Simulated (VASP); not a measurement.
# WS2 in VASP: single point with PBEsol

Aim: the single point of WS2 with PBEsol.

Program: VASP 6.6.1. These are calculated values, not measurements. Logs are shortened: lines on timing, memory, paths and dates and some standing lists are left out, and cuts for length are marked.

**1. The cell of the first run**

The cell holds a slab with vacuum, 6 atoms: a = 3.183 Å, b = 3.183 Å, c = 23.669 Å, α = 90.00°, β = 90.00°, γ = 120.00°.

**2. Single point, PBEsol**

The input, INCAR:

```
  ALGO = Normal
  EDIFF = 1E-6
  ENCUT = 520
  GGA = PS
  ISIF = 2
  ISMEAR = 0
  LASPH = T
  LCHARG = T
  LELF = T
  LREAL = F
  LVHAR = T
  LWAVE = F
  NBANDS = 35
  NELM = 60
  PREC = Accurate
  SIGMA = 0.05
```

The input, KPOINTS:

```
k-points
0
Gamma
  9 9 1
```

The input, POSCAR:

```
WS2
1.0
    3.1832085602      0.0000000000      0.0000000000
   -1.5916042801      2.7567394786      0.0000000000
    0.0000000000      0.0000000000     23.6687632500
W S
2 4
Direct
    0.3333333300      0.6666666700      0.6373175400
    0.6666666700      0.3333333300      0.3626824600
    0.3333333300      0.6666666700      0.2968161100
    0.6666666700      0.3333333300      0.5714418300
    0.3333333300      0.6666666700      0.4285581700
    0.6666666700      0.3333333300      0.7031838900
```

Potentials or basis: VASP PAW PBE potentials, release 64 (W_sv, S).

Started as:

```console
$ cat potpaw_PBE.64/W_sv/POTCAR potpaw_PBE.64/S/POTCAR > POTCAR
$ mpirun -np 1 vasp_std > vasp.out
```

OUTCAR:

```text
EDIFF = 1E-6
   ENCUT = 520
   GGA = PS
   ISIF = 2
   ISMEAR = 0
   LASPH = T
   LREAL = F
   NELM = 60
   PREC = Accurate

 ion  position               nearest neighbor table
   1  0.333  0.667  0.637-   6 2.41   6 2.41   6 2.41   4 2.41   4 2.41   4 2.41
   2  0.667  0.333  0.363-   3 2.41   3 2.41   3 2.41   5 2.41   5 2.41   5 2.41
   3  0.333  0.667  0.297-   2 2.41   2 2.41   2 2.41
   4  0.667  0.333  0.571-   1 2.41   1 2.41   1 2.41
   5  0.333  0.667  0.429-   2 2.41   2 2.41   2 2.41
   6  0.667  0.333  0.703-   1 2.41   1 2.41   1 2.41

  LATTYP: Found a hexagonal cell.
 ALAT       =     3.1832085602
 C/A-ratio  =     7.4355050266

  Lattice vectors:

 A1 = (   3.1832085602,   0.0000000000,   0.0000000000)
 A2 = (  -1.5916042801,   2.7567394786,   0.0000000000)
 A3 = (   0.0000000000,   0.0000000000,  23.6687632500)

Analysis of symmetry for initial positions (statically):
=====================================================================
 Subroutine PRICEL returns:
 Original cell was already a primitive cell.

 Routine SETGRP: Setting up the symmetry group for a
 hexagonal supercell.

 Subroutine GETGRP returns: Found 12 space group operations
 (whereof 12 operations were pure point group operations)
 out of a pool of 24 trial point group operations.

The static configuration has the point symmetry D_3d.

Analysis of symmetry for dynamics (positions and initial velocities):
=====================================================================
 Subroutine PRICEL returns:
 Original cell was already a primitive cell.

 Routine SETGRP: Setting up the symmetry group for a
 hexagonal supercell.

 Subroutine GETGRP returns: Found 12 space group operations
 (whereof 12 operations were pure point group operations)
 out of a pool of 24 trial point group operations.

The dynamic configuration has the point symmetry D_3d.

 Subroutine INISYM returns: Found 12 space group operations
 (whereof 12 operations are pure point group operations),
 and found     1 'primitive' translations

----------------------------------------------------------------------------------------

                                     Primitive cell

  volume of cell :     207.6999

  direct lattice vectors                    reciprocal lattice vectors
     3.183208560  0.000000000  0.000000000     0.314148439  0.181373686  0.000000000
    -1.591604280  2.756739479  0.000000000     0.000000000  0.362747372  0.000000000
     0.000000000  0.000000000 23.668763250     0.000000000  0.000000000  0.042249778

  length of vectors
     3.183208560  3.183208560 23.668763250     0.362747372  0.362747372  0.042249778

  position of ions in fractional coordinates (direct lattice)
     0.333333330  0.666666670  0.637317540
     0.666666670  0.333333330  0.362682460
     0.333333330  0.666666670  0.296816110
     0.666666670  0.333333330  0.571441830
     0.333333330  0.666666670  0.428558170
     0.666666670  0.333333330  0.703183890

  ion indices of the primitive-cell ions
   primitive index   ion index
                 1           1
                 2           2
                 3           3
                 4           4
                 5           5
                 6           6

----------------------------------------------------------------------------------------

 KPOINTS: k-points

Automatic generation of k-mesh.
 Grid dimensions read from file:
 generate k-points for:    9    9    1

 Generating k-lattice:

  Cartesian coordinates                     Fractional coordinates (reciprocal lattice)
     0.034905382  0.020152632  0.000000000     0.111111111  0.000000000  0.000000000
     0.000000000  0.040305264  0.000000000     0.000000000  0.111111111  0.000000000
     0.000000000  0.000000000  0.042249778     0.000000000  0.000000000  1.000000000

  Length of vectors
     0.040305264  0.040305264  0.042249778

  Shift w.r.t. Gamma in fractional coordinates (k-lattice)
     0.000000000  0.000000000  0.000000000

 Subroutine IBZKPT returns following result:
 ===========================================

 Found     12 irreducible k-points:

 Following reciprocal coordinates:
            Coordinates               Weight
  0.000000  0.000000  0.000000      1.000000
  0.111111  0.000000  0.000000      6.000000
  0.222222 -0.000000  0.000000      6.000000
  0.333333  0.000000  0.000000      6.000000
  0.444444 -0.000000  0.000000      6.000000
  0.111111  0.111111  0.000000      6.000000
  0.222222  0.111111  0.000000     12.000000
  0.333333  0.111111  0.000000     12.000000
  0.444444  0.111111  0.000000      6.000000
  0.222222  0.222222  0.000000      6.000000
  0.333333  0.222222  0.000000     12.000000
  0.333333  0.333333  0.000000      2.000000
   k-points           NKPTS =     12   k-points in BZ     NKDIM =     12   number of bands    NBANDS=     35
   number of dos      NEDOS =    301   number of ions     NIONS =      6
   total plane-waves  NPLWV = 103680
   dimension x,y,z NGX =    24 NGY =   24 NGZ =  180
   dimension x,y,z NGXF=    48 NGYF=   48 NGZF=  360
   ions per type =               2   4
   NGX,Y,Z   is equivalent  to a cutoff of  12.53, 12.53, 12.64 a.u.
   NGXF,Y,Z  is equivalent  to a cutoff of  25.07, 25.07, 25.29 a.u.
 SYSTEM =  unknown system
   PREC   = accura    normal or accurate (medium, high low for compatibility)
   ISTART =      0    job   : 0-new  1-cont  2-samecut
   ICHARG =      2    charge: 1-file 2-atom 10-const
   ISPIN  =      1    spin polarized calculation?
   LNONCOLLINEAR =      F non collinear calculations
   LSORBIT =      F    spin-orbit coupling
   LASPH  =      T    aspherical Exc in radial PAW
   ENCUT  =  520.0 eV  38.22 Ry    6.18 a.u.   5.92  5.92 44.01*2*pi/ulx,y,z
   NELM   =     60;   NELMIN=  2; NELMDL= -5     # of ELM steps
   EDIFF  = 0.1E-05   stopping-criterion for ELM
   LREAL  =      F    real-space projection
   EDIFFG = 0.1E-04   stopping-criterion for IOM
   NSW    =      0    number of steps for IOM
   IBRION =     -1    ionic relax: 0-MD 1-quasi-New 2-CG
   NFREE  =      0    steps in history (QN), initial steepest desc. (CG)
   ISIF   =      2    stress and relaxation
   ISYM   =      2    0-nonsym 1-usesym 2-fastsym
   POTIM  = 0.5000    time-step for ionic-motion
   TEBEG  =    0.0;   TEEND  =   0.0 temperature during run
   PSTRESS=    0.0 pullay stress
   NELECT =      52.0000    total number of electrons
   NUPDOWN=      -1.0000    fix difference up-down
   EMIN   =  10.00;   EMAX   =-10.00  energy-range for DOS
   EFERMI =   0.00;   METHOD = LEGACY
   ISMEAR =     0;   SIGMA  =   0.05  broadening in eV -4-tet -1-fermi 0-gaus
   EFERMI_NEDOS =   21; number of points for ismear=-14 and -15
   IALGO  =     38    algorithm
   IMIX   =      4    mixing-type and parameters
     AMIX     =   0.40;   BMIX     =  1.00
     AMIX_MAG =   1.60;   BMIX_MAG =  1.00
  volume/ion in A,a.u.               =      34.62       233.60
  Fermi-wavevector in a.u.,A,eV,Ry     =   1.031804  1.949827 14.485024  1.064619
  Thomas-Fermi vector in A             =   2.165970
   LORBIT       =      0    0 simple, 1 ext, 2 COOP (PROOUT), +10 PAW based schemes
   GGA     = PS    functional components
   LHFCALC =     F    Hartree Fock is set to
   AEXX    =    0.0000 exact exchange contribution
   IVDW    =     0    specifies the selected vdW correction
   LEPSILON=     F    determine dielectric tensor
   LRPA    =     F    only Hartree local field effects (RPA)
 non-spin polarized calculation
 Gauss-broadening in eV      SIGMA  =   0.05
  energy-cutoff  :      520.00
  volume of cell :      207.70
 maximum number of plane-waves:      5628
 NGX is ok and might be reduce to    24
   NGX = 11   NGY = 11   NGZ = 89

 number of electron      52.0000000 magnetization

 Free energy of the ion-electron system (eV)
  ---------------------------------------------------
  ext. energy  EPLUGINS =         0.00000000
  ---------------------------------------------------
  free energy    TOTEN  =       -50.49615670 eV

  energy without entropy =      -50.49615670  energy(sigma->0) =      -50.49615670

 E-fermi :   1.2246     XC(G=0):  -6.1863

 val. band max:        0.9704208634   @ k =   0.0000   0.0000   0.0000
 cond. band min:       2.4338116305   @ k =   0.3333   0.3333   0.0000
 fundamental gap:      1.4633907671
 Fermi energy:         1.2246287302

 k-point     1 :       0.0000    0.0000    0.0000
  band No.  band energies     occupation
      1     -73.3032      2.00000
      2     -73.3032      2.00000
      3     -37.5497      2.00000
      4     -37.5497      2.00000
      5     -37.3966      2.00000
      6     -37.3966      2.00000
[... 27 lines left out ...]
     34       3.7718      0.00000
     35       5.6991      0.00000

 k-point     2 :       0.1111    0.0000    0.0000
  band No.  band energies     occupation
      1     -73.3012      2.00000
      2     -73.3012      2.00000
      3     -37.5425      2.00000
      4     -37.5425      2.00000
      5     -37.4368      2.00000
      6     -37.4368      2.00000
[... 27 lines left out ...]
     34       3.9254      0.00000
     35       6.1891      0.00000

 k-point     3 :       0.2222   -0.0000    0.0000
  band No.  band energies     occupation
      1     -73.2962      2.00000
      2     -73.2962      2.00000
      3     -37.5372      2.00000
      4     -37.5372      2.00000
      5     -37.5242      2.00000
      6     -37.5242      2.00000
[... 27 lines left out ...]
     34       4.6534      0.00000
     35       6.9015      0.00000
[... 267 lines left out ...]
 k-point    11 :       0.3333    0.2222    0.0000
  band No.  band energies     occupation
      1     -73.2852      2.00000
      2     -73.2852      2.00000
      3     -37.6817      2.00000
      4     -37.6817      2.00000
      5     -37.5546      2.00000
      6     -37.5546      2.00000
[... 27 lines left out ...]
     34       5.9514      0.00000
     35       6.8997      0.00000

 k-point    12 :       0.3333    0.3333    0.0000
  band No.  band energies     occupation
      1     -73.2842      2.00000
      2     -73.2842      2.00000
      3     -37.6475      2.00000
      4     -37.6475      2.00000
      5     -37.6133      2.00000
      6     -37.6133      2.00000
[... 27 lines left out ...]
     34       6.1823      0.00000
     35       7.3865      0.00000

------------------------ aborting loop because EDIFF is reached ----------------------------------------

  FORCE on cell =-STRESS in cart. coord.  units (eV):
  Direction    XX          YY          ZZ          XY          YZ          ZX
  --------------------------------------------------------------------------------------
  -------------------------------------------------------------------------------------
  Total       -2.4847391     -2.4847391     -0.6716072     -0.0000000      0.0000000      0.0000000
  in kB      -19.1670377    -19.1670377     -5.1807131     -0.0000000      0.0000000      0.0000000
  external PRESSURE =     -14.5049295 kB  Pullay stress =       0.0000000 kB

 VOLUME and BASIS-vectors are now :
 -----------------------------------------------------------------------------
  energy-cutoff  :      520.00
  volume of cell :      207.70
      direct lattice vectors                 reciprocal lattice vectors
     3.183208560  0.000000000  0.000000000     0.314148439  0.181373686  0.000000000
    -1.591604280  2.756739479  0.000000000     0.000000000  0.362747372  0.000000000
     0.000000000  0.000000000 23.668763250     0.000000000  0.000000000  0.042249778

 POSITION                                       TOTAL-FORCE (eV/Angst)
 -----------------------------------------------------------------------------------
     -0.00000      1.83783     15.08452        -0.000000      0.000000      0.007242
      1.59160      0.91891      8.58425         0.000000     -0.000000     -0.007242
     -0.00000      1.83783      7.02527         0.000000     -0.000000      0.092649
      1.59160      0.91891     13.52532         0.000000     -0.000000      0.067712
     -0.00000      1.83783     10.14344        -0.000000      0.000000     -0.067712
      1.59160      0.91891     16.64349         0.000000      0.000000     -0.092649
 -----------------------------------------------------------------------------------
    total drift:                                0.000000     -0.000000      0.000000

  FREE ENERGIE OF THE ION-ELECTRON SYSTEM (eV)
  ---------------------------------------------------
  free  energy   TOTEN  =       -50.4961567048 eV

  energy  without entropy=      -50.4961567048  energy(sigma->0) =      -50.49615670
```

Wall time 4.1 min (1 thread of AMD EPYC 7R43 (Zen 3), shared host); peak memory 0.29 GiB.

What came out:

| Property | Result |
| --- | --- |
| Free energy | -50.4962 eV |
| Largest force | 0.093 eV/Å |
| Band gap on the k mesh | 1.46 eV, indirect (least direct gap 1.76 eV) |

Forces on the atoms (eV/Å):
```
W    0.000  0.000  0.007
W    0.000  0.000 -0.007
S    0.000  0.000  0.093
S    0.000  0.000  0.068
S    0.000  0.000 -0.068
S    0.000  0.000 -0.093
```

Levels at points of the mesh, in eV from the valence-band top:
```tsv
k point	band 22	band 23	band 24	band 25	band 26	band 27	band 28	band 29	band 30	band 31
(0.00, 0.00, 0.00)	-1.97	-1.96	-1.96	-0.49	0.00	2.58	2.58	2.58	2.58	2.76
```

Caveat: the PAW data sets were made with another functional, which shifts forces and pressure a little; spin-orbit coupling is left out, which moves the levels of the heavy elements.
